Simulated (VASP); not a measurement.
# NaCl (P1) in VASP: relaxation of cell and atoms with PBE

Aim: the relaxation of cell and atoms of NaCl with PBE.

Program: VASP 6.6.1. These are calculated values, not measurements. Logs are shortened: lines on timing, memory, paths and dates and some standing lists are left out, and cuts for length are marked.

### Step 1. The cell of the first run

The typed cell holds 8 atoms: a = 3.907 Å, b = 7.723 Å, c = 12.464 Å, α = 90.04°, β = 88.65°, γ = 89.55°.

### Step 2. Relaxation of cell and atoms, PBE

INCAR reads:

```
SYSTEM = NaCl
PREC = Accurate
ENCUT = 600
EDIFF = 1E-7
ISMEAR = 0
SIGMA = 0.1
LREAL = .FALSE.
LASPH = .TRUE.
NELM = 100
ALGO = Normal
ISIF = 3
LWAVE = .FALSE.
LCHARG = .FALSE.
GGA = PE
IBRION = 2
NSW = 80
EDIFFG = -0.025
```

KPOINTS reads:

```
Automatic mesh
0
G
  4 2 1
  0 0 0
```

POSCAR reads:

```
NaCl
1.0
   -0.0154105352     -3.9067576428     -0.0454704996
   -7.7224824916     -0.0308210705      0.0026086131
    0.0042654547     -0.1487015088    -12.4635298073
Na Cl
4 4
Direct
    0.4791066290      0.7438452736      0.7504415622
    0.5234062064      0.7325345958      0.2507796030
    0.4805325525      0.2522613930      0.7484154183
    0.4595338286      0.2438829430      0.2477050743
    0.0204815463      0.0119452248      0.7421022435
    0.0150494278     -0.0014222915      0.2520069781
   -0.0069491254      0.4933701664      0.7449426331
    0.0288389348      0.5235826949      0.2636064876
```

Potentials or basis: VASP PAW PBE potentials, release 64 (Na_pv, Cl).

The run is started by

```bash
> cat potpaw_PBE.64/Na_pv/POTCAR potpaw_PBE.64/Cl/POTCAR > POTCAR
> mpirun -np 1 vasp_std > vasp.out
```

OUTCAR:

```text
SYSTEM = NaCl
   PREC = Accurate
   ENCUT = 600
   EDIFF = 1E-7
   ISMEAR = 0
   LREAL = .FALSE.
   LASPH = .TRUE.
   NELM = 100
   ISIF = 3
   GGA = PE
   IBRION = 2
   NSW = 80
   EDIFFG = -0.025

 ion  position               nearest neighbor table
   1  0.479  0.744  0.750-   7 2.72
   2  0.523  0.733  0.251-   8 2.53   8 2.55
   3  0.481  0.252  0.748-   5 2.60   7 2.65
   4  0.460  0.244  0.248-   6 2.58
   5  0.020  0.012  0.742-   3 2.60
   6  0.015  0.999  0.252-   4 2.58
   7  0.993  0.493  0.745-   3 2.65   1 2.72
   8  0.029  0.524  0.264-   2 2.53   2 2.55

  LATTYP: Found a triclinic cell.
 ALAT       =     3.9070526398
 B/A-ratio  =     3.3657031909
 C/A-ratio  =     1.9765652395
 COS(alpha) =     0.0017570443
 COS(beta)  =     0.0079310736
 COS(gamma) =     0.3194512471

  Lattice vectors:

 A1 = (   0.0154105352,   3.9067576428,   0.0454704996)
 A2 = (   0.0111450805,   4.0554591516,  12.5090003069)
 A3 = (   7.7224824916,   0.0308210705,  -0.0026086131)

Analysis of symmetry for initial positions (statically):
=====================================================================
 Subroutine PRICEL returns:
 Original cell was already a primitive cell.

 Routine SETGRP: Setting up the symmetry group for a
 triclinic supercell.

 Subroutine GETGRP returns: Found  1 space group operations
 (whereof  1 operations were pure point group operations)
 out of a pool of  2 trial point group operations.

The static configuration has the point symmetry C_1 .

Analysis of symmetry for dynamics (positions and initial velocities):
=====================================================================
 Subroutine PRICEL returns:
 Original cell was already a primitive cell.

 Routine SETGRP: Setting up the symmetry group for a
 triclinic supercell.

 Subroutine GETGRP returns: Found  1 space group operations
 (whereof  1 operations were pure point group operations)
 out of a pool of  2 trial point group operations.

The dynamic configuration has the point symmetry C_1 .

 Subroutine INISYM returns: Found  1 space group operations
 (whereof  1 operations are pure point group operations),
 and found     1 'primitive' translations

----------------------------------------------------------------------------------------

                                     Primitive cell

  volume of cell :     375.9649

[... 83 lines left out ...]
   EDIFFG = -.3E-01   stopping-criterion for IOM
   NSW    =     80    number of steps for IOM
   IBRION =      2    ionic relax: 0-MD 1-quasi-New 2-CG
   NFREE  =      1    steps in history (QN), initial steepest desc. (CG)
   ISIF   =      3    stress and relaxation
   ISYM   =      2    0-nonsym 1-usesym 2-fastsym
   POTIM  = 0.5000    time-step for ionic-motion
   TEBEG  =    0.0;   TEEND  =   0.0 temperature during run
   PSTRESS=    0.0 pullay stress
   NELECT =      56.0000    total number of electrons
   NUPDOWN=      -1.0000    fix difference up-down
   EMIN   =  10.00;   EMAX   =-10.00  energy-range for DOS
   EFERMI =   0.00;   METHOD = LEGACY
   ISMEAR =     0;   SIGMA  =   0.10  broadening in eV -4-tet -1-fermi 0-gaus
   EFERMI_NEDOS =   21; number of points for ismear=-14 and -15
   IALGO  =     38    algorithm
   IMIX   =      4    mixing-type and parameters
     AMIX     =   0.40;   BMIX     =  1.00
     AMIX_MAG =   1.60;   BMIX_MAG =  1.00
  volume/ion in A,a.u.               =      47.00       317.14
  Fermi-wavevector in a.u.,A,eV,Ry     =   0.867804  1.639912 10.246332  0.753084
  Thomas-Fermi vector in A             =   1.986391
   LORBIT       =      0    0 simple, 1 ext, 2 COOP (PROOUT), +10 PAW based schemes
   GGA     = PE    functional components
   LHFCALC =     F    Hartree Fock is set to
   AEXX    =    0.0000 exact exchange contribution
   IVDW    =     0    specifies the selected vdW correction
   LEPSILON=     F    determine dielectric tensor
   LRPA    =     F    only Hartree local field effects (RPA)
 conjugate gradient relaxation of ions
 non-spin polarized calculation
 Gauss-broadening in eV      SIGMA  =   0.10
  energy-cutoff  :      600.00
  volume of cell :      375.96
 maximum number of plane-waves:     12566
 NGX is ok and might be reduce to    32
   NGX = 15   NGY = 31   NGZ = 49

--------------------------------------- Ionic step        1  -------------------------------------------

 number of electron      55.9999997 magnetization

 Free energy of the ion-electron system (eV)
  ---------------------------------------------------
  ext. energy  EPLUGINS =         0.00000000
  ---------------------------------------------------
  free energy    TOTEN  =       -25.74265049 eV

  energy without entropy =      -25.74265049  energy(sigma->0) =      -25.74265049

------------------------ aborting loop because EDIFF is reached ----------------------------------------

  FORCE on cell =-STRESS in cart. coord.  units (eV):
  Direction    XX          YY          ZZ          XY          YZ          ZX
  --------------------------------------------------------------------------------------
  -------------------------------------------------------------------------------------
  Total        0.3737025     -0.0324043     -0.0068290      0.4719940      0.0032070     -0.1060793
  in kB        1.5925361     -0.1380914     -0.0291017      2.0114063      0.0136668     -0.4520577
  external PRESSURE =       0.4751143 kB  Pullay stress =       0.0000000 kB
[... 107 lines left out ...]
  FREE ENERGIE OF THE ION-ELECTRON SYSTEM (eV)
  ---------------------------------------------------
  free  energy   TOTEN  =       -25.9121079239 eV

  energy  without entropy=      -25.9121079239  energy(sigma->0) =      -25.91210792

[... ionic steps 4 to 7 ...]

--------------------------------------- Ionic step        8  -------------------------------------------

 number of electron      56.0000017 magnetization

------------------------ aborting loop because EDIFF is reached ----------------------------------------
[... 79 lines left out ...]
--------------------------------------- Ionic step       10  -------------------------------------------

 number of electron      56.0000011 magnetization

 Free energy of the ion-electron system (eV)
  ---------------------------------------------------
  ext. energy  EPLUGINS =         0.00000000
  ---------------------------------------------------
  free energy    TOTEN  =       -25.97646137 eV

  energy without entropy =      -25.97646137  energy(sigma->0) =      -25.97646137

 E-fermi :  -3.1994     XC(G=0):  -5.0558

 val. band max:       -3.7054187308   @ k =   0.5000   0.0000   0.0000
 cond. band min:       0.8623616682   @ k =   0.0000   0.0000   0.0000
 fundamental gap:      4.5677803990
 Fermi energy:        -3.1993633520

 k-point     1 :       0.0000    0.0000    0.0000
  band No.  band energies     occupation
      1     -24.9127      2.00000
      2     -24.9051      2.00000
      3     -24.9044      2.00000
      4     -24.9026      2.00000
      5     -24.8458      2.00000
      6     -24.8407      2.00000
[... 240 lines left out ...]
  FREE ENERGIE OF THE ION-ELECTRON SYSTEM (eV)
  ---------------------------------------------------
  free  energy   TOTEN  =       -25.9764613711 eV

  energy  without entropy=      -25.9764613711  energy(sigma->0) =      -25.97646137

 reached required accuracy - stopping structural energy minimisation
```

OSZICAR:

```text
N       E                     dE             d eps       ncg     rms          rms(c)
DAV:   1     0.538113529084E+03    0.53811E+03   -0.27149E+04   452   0.162E+03
DAV:   2     0.461784138789E+02   -0.49194E+03   -0.47981E+03   534   0.364E+02
DAV:   3    -0.251882768319E+02   -0.71367E+02   -0.71202E+02   430   0.142E+02
[... 131 lines left out ...]
DAV:   7    -0.259764626133E+02    0.13053E-05   -0.30660E-06   427   0.104E-02    0.353E-03
DAV:   8    -0.259764621393E+02    0.47395E-06   -0.37564E-07   349   0.422E-03    0.253E-03
DAV:   9    -0.259764615569E+02    0.58242E-06   -0.27052E-07   323   0.379E-03    0.662E-04
DAV:  10    -0.259764614001E+02    0.15677E-06   -0.78928E-08   293   0.208E-03    0.464E-04
DAV:  11    -0.259764613711E+02    0.29025E-07   -0.33228E-08   282   0.125E-03
  10 F= -.25976461E+02 E0= -.25976461E+02  d E =-.156589E-02
```

Wall time 15 min (1 thread of Oxide Virtual Turin-like, shared host); peak memory 0.48 GiB.

Results:

| Quantity | Value |
| --- | --- |
| Free energy | -25.9765 eV |
| Relaxed cell | a = 3.849 Å, b = 7.691 Å, c = 12.477 Å, α = 90.45°, β = 88.68°, γ = 89.84° |
| Space group after relaxing (to 0.05 Å) | P1 (No. 1) |
| Energy gained by relaxing | 29.2 meV/atom |
| Ionic steps | 10 |
| Pressure after relaxing | 0.0 GPa |
| Largest force after relaxing | 0.025 eV/Å |
| Band gap on the k mesh | 4.57 eV, indirect (least direct gap 4.58 eV) |

Forces on the atoms (eV/Å):
```
Na   0.008 -0.004  0.001
Na  -0.019  0.012  0.000
Na  -0.007  0.010 -0.005
Na   0.010  0.002 -0.009
Cl  -0.002  0.003  0.002
Cl   0.013 -0.021 -0.003
Cl   0.001 -0.010  0.000
Cl  -0.004  0.006  0.014
```

The path:
```tsv
step	energy change (eV)	largest force (eV/Å)	pressure (GPa)	volume (Å³)
1	0.0000	0.7957	0.05	375.96
2	-0.0741	0.5764	-0.08	376.72
3	-0.1695	0.2399	-0.31	378.94
4	-0.2008	0.2277	-0.03	371.23
5	-0.2064	0.2144	0.17	366.66
6	-0.2209	0.1470	0.10	367.76
7	-0.2257	0.1229	0.05	368.84
8	-0.2312	0.0637	-0.04	370.61
9	-0.2322	0.0430	-0.09	371.80
10	-0.2338	0.0245	0.03	369.26
```

Final structure:
```
Na Cl
1.0
    -0.00579   -3.84897   -0.04431
    -7.69087   -0.00997    0.03047
     0.04902   -0.14331  -12.47618
Na Cl
4 4
Direct
  0.49265 0.75060 0.74685
  0.50771 0.74907 0.25381
  0.49435 0.25014 0.74578
  0.50661 0.24999 0.25250
  0.99399 0.00027 0.74518
  0.00491 0.99992 0.24855
  0.99215 0.50041 0.74812
  0.00763 0.49960 0.25923
```

Caveat: the k points lie up to 0.50 Å⁻¹ apart in the final cell. PBE gaps usually lie below the measured ones, often by a third to a half.
